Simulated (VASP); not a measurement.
# Be2P (I4_1/amd) in VASP: single point with PBE

Aim: the single point of Be2P with PBE.

All numbers are computed with VASP 6.6.1; they aren't measurements. Logs are shortened: lines on timing, memory, paths and dates and some standing lists are left out, and cuts for length are marked.

**1. The cell of the first run**

Symmetry: I4_1/amd, No. 141, tetragonal system. The conventional cell has a = 3.042 Å, b = 3.042 Å, c = 14.477 Å, α = 90.00°, β = 90.00°, γ = 90.00°. Be (site symmetry 2mm) has 3 Be at 2.02 to 2.20 Å and 4 P at 2.38 Å within 2.7 Å. Within 3.1 Å of P (site symmetry -4m2) lie 12 Be at 2.38 to 3.02 Å and 4 P at 3.04 Å.

**2. Single point, PBE**

File INCAR:

```
PREC = Accurate
ENCUT = 520
EDIFF = 1E-6
ISMEAR = 0
SIGMA = 0.1
LREAL = F
LASPH = T
NELM = 80
ALGO = Normal
ISIF = 2
LWAVE = F
LCHARG = F
GGA = PE
NBANDS = 18
```

File KPOINTS:

```
regular mesh
0
Gamma
  16 16 16
```

File POSCAR:

```
Be2P
1.0
   -1.5208074792      1.5208074792      7.2384946944
    1.5208074792     -1.5208074792      7.2384946944
    1.5208074792      1.5208074792     -7.2384946944
Be P
4 2
Direct
    0.4301231531      0.4301231531      0.0000000000
    0.1801231531      0.6801231531      0.5000000000
    0.3198768469      0.8198768469      0.5000000000
    0.5698768469      0.5698768469      0.0000000000
    0.0000000000      0.0000000000      0.0000000000
    0.7500000000      0.2500000000      0.5000000000
```

Potentials or basis: VASP PAW PBE potentials, release 64 (Be, P).

On the command line:

```bash
$ cat potpaw_PBE.64/Be/POTCAR potpaw_PBE.64/P/POTCAR > POTCAR
$ mpirun -np 1 vasp_std > vasp.out
```

OUTCAR:

```text
PREC = Accurate
   ENCUT = 520
   EDIFF = 1E-6
   ISMEAR = 0
   LREAL = F
   LASPH = T
   NELM = 80
   ISIF = 2
   GGA = PE

 ion  position               nearest neighbor table
   1  0.430  0.430  0.000-   4 2.02   3 2.20   3 2.20   5 2.38   5 2.38   5 2.38   5 2.38
   2  0.180  0.680  0.500-   3 2.02   4 2.20   4 2.20   6 2.38   6 2.38   6 2.38   6 2.38
   3  0.320  0.820  0.500-   2 2.02   1 2.20   1 2.20   6 2.38   6 2.38   6 2.38   6 2.38
   4  0.570  0.570  0.000-   1 2.02   2 2.20   2 2.20   5 2.38   5 2.38   5 2.38   5 2.38
   5  0.000  0.000  0.000-   1 2.38   4 2.38   4 2.38   4 2.38   4 2.38   1 2.38   1 2.38   1 2.38

   6  0.750  0.250  0.500-   2 2.38   3 2.38   3 2.38   3 2.38   3 2.38   2 2.38   2 2.38   2 2.38

  LATTYP: Found a body centered tetragonal cell.
 ALAT       =     3.0416149584
 C/A-ratio  =     4.7596390690

  Lattice vectors:

 A1 = (  -1.5208074792,   1.5208074792,   7.2384946944)
 A2 = (   1.5208074792,  -1.5208074792,   7.2384946944)
 A3 = (   1.5208074792,   1.5208074792,  -7.2384946944)

Analysis of symmetry for initial positions (statically):
=====================================================================
 Subroutine PRICEL returns:
 Original cell was already a primitive cell.

 Routine SETGRP: Setting up the symmetry group for a
 body centered tetragonal supercell.

 Subroutine GETGRP returns: Found 16 space group operations
 (whereof  8 operations were pure point group operations)
 out of a pool of 16 trial point group operations.

The static configuration has the point symmetry D_2d.
 The point group associated with its full space group is D_4h.

Analysis of symmetry for dynamics (positions and initial velocities):
=====================================================================
 Subroutine PRICEL returns:
 Original cell was already a primitive cell.

 Routine SETGRP: Setting up the symmetry group for a
 body centered tetragonal supercell.

 Subroutine GETGRP returns: Found 16 space group operations
 (whereof  8 operations were pure point group operations)
 out of a pool of 16 trial point group operations.

The dynamic configuration has the point symmetry D_2d.
 The point group associated with its full space group is D_4h.

 Subroutine INISYM returns: Found 16 space group operations
 (whereof  8 operations are pure point group operations),
 and found     1 'primitive' translations

----------------------------------------------------------------------------------------

                                     Primitive cell

  volume of cell :      66.9664

  direct lattice vectors                    reciprocal lattice vectors
    -1.520807479  1.520807479  7.238494694     0.000000000  0.328772712  0.069075135
     1.520807479 -1.520807479  7.238494694     0.328772712  0.000000000  0.069075135
     1.520807479  1.520807479 -7.238494694     0.328772712  0.328772712  0.000000000

  length of vectors
     7.551259247  7.551259247  7.551259247     0.335950697  0.335950697  0.464954829

  position of ions in fractional coordinates (direct lattice)
     0.430123153  0.430123153  0.000000000
     0.180123153  0.680123153  0.500000000
     0.319876847  0.819876847  0.500000000
     0.569876847  0.569876847  0.000000000
     0.000000000  0.000000000  0.000000000
     0.750000000  0.250000000  0.500000000

  ion indices of the primitive-cell ions
   primitive index   ion index
                 1           1
                 2           2
                 3           3
                 4           4
                 5           5
                 6           6

----------------------------------------------------------------------------------------

 KPOINTS: regular mesh

Automatic generation of k-mesh.
 Grid dimensions read from file:
 generate k-points for:   16   16   16

 Generating k-lattice:

  Cartesian coordinates                     Fractional coordinates (reciprocal lattice)
     0.000000000  0.020548295  0.004317196     0.062500000 -0.000000000  0.000000000
     0.020548295  0.000000000  0.004317196    -0.000000000  0.062500000  0.000000000
     0.020548295  0.020548295  0.000000000     0.000000000  0.000000000  0.062500000

  Length of vectors
     0.020996919  0.020996919  0.029059677

  Shift w.r.t. Gamma in fractional coordinates (k-lattice)
     0.000000000  0.000000000  0.000000000

 Subroutine IBZKPT returns following result:
 ===========================================

 Found    349 irreducible k-points:

 Following reciprocal coordinates:
            Coordinates               Weight
  0.000000  0.000000  0.000000      1.000000
  0.062500 -0.000000  0.000000      8.000000
  0.125000 -0.000000  0.000000      8.000000
  0.187500 -0.000000  0.000000      8.000000
  0.250000 -0.000000  0.000000      8.000000
  0.312500  0.000000  0.000000      8.000000
[... 16 lines left out ...]
 -0.125000  0.062500 -0.000000     16.000000
 -0.062500  0.062500  0.000000      4.000000
 [... further k-points ...]
   k-points           NKPTS =    349   k-points in BZ     NKDIM =    349   number of bands    NBANDS=     18
   number of dos      NEDOS =    301   number of ions     NIONS =      6
   total plane-waves  NPLWV = 175616
   dimension x,y,z NGX =    56 NGY =   56 NGZ =   56
   dimension x,y,z NGXF=   112 NGYF=  112 NGZF=  112
   ions per type =               4   2
   NGX,Y,Z   is equivalent  to a cutoff of  12.33, 12.33, 12.33 a.u.
   NGXF,Y,Z  is equivalent  to a cutoff of  24.66, 24.66, 24.66 a.u.
 SYSTEM =  unknown system
   PREC   = accura    normal or accurate (medium, high low for compatibility)
   ISTART =      0    job   : 0-new  1-cont  2-samecut
   ICHARG =      2    charge: 1-file 2-atom 10-const
   ISPIN  =      1    spin polarized calculation?
   LNONCOLLINEAR =      F non collinear calculations
   LSORBIT =      F    spin-orbit coupling
   LASPH  =      T    aspherical Exc in radial PAW
   ENCUT  =  520.0 eV  38.22 Ry    6.18 a.u.  14.04 14.04 14.04*2*pi/ulx,y,z
   NELM   =     80;   NELMIN=  2; NELMDL= -5     # of ELM steps
   EDIFF  = 0.1E-05   stopping-criterion for ELM
   LREAL  =      F    real-space projection
   EDIFFG = 0.1E-04   stopping-criterion for IOM
   NSW    =      0    number of steps for IOM
   IBRION =     -1    ionic relax: 0-MD 1-quasi-New 2-CG
   NFREE  =      0    steps in history (QN), initial steepest desc. (CG)
   ISIF   =      2    stress and relaxation
   ISYM   =      2    0-nonsym 1-usesym 2-fastsym
   POTIM  = 0.5000    time-step for ionic-motion
   TEBEG  =    0.0;   TEEND  =   0.0 temperature during run
   PSTRESS=    0.0 pullay stress
   NELECT =      18.0000    total number of electrons
   NUPDOWN=      -1.0000    fix difference up-down
   EMIN   =  10.00;   EMAX   =-10.00  energy-range for DOS
   EFERMI =   0.00;   METHOD = LEGACY
   ISMEAR =     0;   SIGMA  =   0.10  broadening in eV -4-tet -1-fermi 0-gaus
   EFERMI_NEDOS =   21; number of points for ismear=-14 and -15
   IALGO  =     38    algorithm
   IMIX   =      4    mixing-type and parameters
     AMIX     =   0.40;   BMIX     =  1.00
     AMIX_MAG =   1.60;   BMIX_MAG =  1.00
  volume/ion in A,a.u.               =      11.16        75.32
  Fermi-wavevector in a.u.,A,eV,Ry     =   1.056526  1.996544 15.187458  1.116247
  Thomas-Fermi vector in A             =   2.191765
   LORBIT       =      0    0 simple, 1 ext, 2 COOP (PROOUT), +10 PAW based schemes
   GGA     = PE    functional components
   LHFCALC =     F    Hartree Fock is set to
   AEXX    =    0.0000 exact exchange contribution
   IVDW    =     0    specifies the selected vdW correction
   LEPSILON=     F    determine dielectric tensor
   LRPA    =     F    only Hartree local field effects (RPA)
 non-spin polarized calculation
 Gauss-broadening in eV      SIGMA  =   0.10
  energy-cutoff  :      520.00
  volume of cell :       66.97
 maximum number of plane-waves:      1830
   NGX = 29   NGY = 29   NGZ = 29

 number of electron      18.0000001 magnetization

 Free energy of the ion-electron system (eV)
  ---------------------------------------------------
  ext. energy  EPLUGINS =         0.00000000
  ---------------------------------------------------
  free energy    TOTEN  =       -23.23544335 eV

  energy without entropy =      -23.22747507  energy(sigma->0) =      -23.23145921

 E-fermi :   7.0930     XC(G=0): -10.5556

 val. band max:        7.0916879105   @ k =  -0.4375   0.4375   0.4375
 cond. band min:       7.0990267097   @ k =  -0.3125   0.5000   0.2500
 fundamental gap:      0.0073387992
 Fermi energy:         7.0930027339

 k-point     1 :       0.0000    0.0000    0.0000
  band No.  band energies     occupation
      1      -6.7566      2.00000
      2      -5.9129      2.00000
      3      -0.9663      2.00000
      4       4.2922      2.00000
      5       4.3986      2.00000
      6       6.2467      2.00000
[... 10 lines left out ...]
     17      13.1697      0.00000
     18      13.1697      0.00000

 k-point     2 :       0.0625   -0.0000    0.0000
  band No.  band energies     occupation
      1      -6.7036      2.00000
      2      -5.8644      2.00000
      3      -0.9090      2.00000
      4       4.1063      2.00000
      5       4.6525      2.00000
      6       5.7095      2.00000
[... 10 lines left out ...]
     17      13.2928      0.00000
     18      13.6292      0.00000

 k-point     3 :       0.1250   -0.0000    0.0000
  band No.  band energies     occupation
      1      -6.5453      2.00000
      2      -5.7201      2.00000
      3      -0.7374      2.00000
      4       3.9237      2.00000
      5       4.5219      2.00000
      6       4.7463      2.00000
[... 412 lines left out ...]
 k-point    23 :      -0.1250    0.0625   -0.0000
  band No.  band energies     occupation
      1      -6.4983      2.00000
      2      -5.6604      2.00000
      3      -0.7087      2.00000
      4       4.1693      2.00000
      5       4.5932      2.00000
      6       4.7629      2.00000
[... 10 lines left out ...]
     17      13.4107      0.00000
     18      14.6345      0.00000

 k-point    24 :      -0.0625    0.0625    0.0000
  band No.  band energies     occupation
      1      -6.6536      2.00000
      2      -5.8103      2.00000
      3      -0.8661      2.00000
      4       4.3259      2.00000
      5       4.4976      2.00000
      6       5.7884      2.00000
[... 10 lines left out ...]
     17      12.7540      0.00000
     18      14.0850      0.00000

 [... further k-points ...]

------------------------ aborting loop because EDIFF is reached ----------------------------------------

  FORCE on cell =-STRESS in cart. coord.  units (eV):
  Direction    XX          YY          ZZ          XY          YZ          ZX
  --------------------------------------------------------------------------------------
  -------------------------------------------------------------------------------------
  Total       -0.0026604     -0.0026604      0.0320790      0.0000000      0.0000000      0.0000000
  in kB       -0.0636511     -0.0636511      0.7674924      0.0000000      0.0000000      0.0000000
  external PRESSURE =       0.2133967 kB  Pullay stress =       0.0000000 kB

 VOLUME and BASIS-vectors are now :
 -----------------------------------------------------------------------------
  energy-cutoff  :      520.00
  volume of cell :       66.97
      direct lattice vectors                 reciprocal lattice vectors
    -1.520807479  1.520807479  7.238494694     0.000000000  0.328772712  0.069075135
     1.520807479 -1.520807479  7.238494694     0.328772712  0.000000000  0.069075135
     1.520807479  1.520807479 -7.238494694     0.328772712  0.328772712  0.000000000

 POSITION                                       TOTAL-FORCE (eV/Angst)
 -----------------------------------------------------------------------------------
      0.00000      0.00000      6.22689         0.000000     -0.000000     -0.007554
      1.52081     -0.00000      2.60764        -0.000000      0.000000     -0.007554
      1.52081      0.00000      4.63085        -0.000000      0.000000      0.007554
      0.00000      0.00000      8.25010         0.000000     -0.000000      0.007554
      0.00000      0.00000      0.00000         0.000000      0.000000      0.000000
      0.00000      1.52081      3.61925         0.000000      0.000000      0.000000
 -----------------------------------------------------------------------------------
    total drift:                               -0.000000     -0.000000      0.000000

  FREE ENERGIE OF THE ION-ELECTRON SYSTEM (eV)
  ---------------------------------------------------
  free  energy   TOTEN  =       -23.2354433489 eV

  energy  without entropy=      -23.2274750677  energy(sigma->0) =      -23.23145921
```

It took 13 min on 1 thread of Intel Xeon 6975P-C (Granite Rapids), shared host; peak memory 0.65 GiB.

What came out:

```
Free energy            : -23.2354 eV
Pressure               : 0.0 GPa
Largest force          : 0.008 eV/Å
Band gap on the k mesh : zero (bands 9 and 10 overlap by 3.86 eV)
```

Forces in eV/Å, atoms in the order of the input:
```
Be   0.000  0.000 -0.008
Be   0.000  0.000 -0.008
Be   0.000  0.000  0.008
Be   0.000  0.000  0.008
P    0.000  0.000  0.000
P    0.000  0.000  0.000
```

Stress tensor (GPa, compression positive):
```
-0.01  0.00  0.00
 0.00 -0.01  0.00
 0.00  0.00  0.08
```
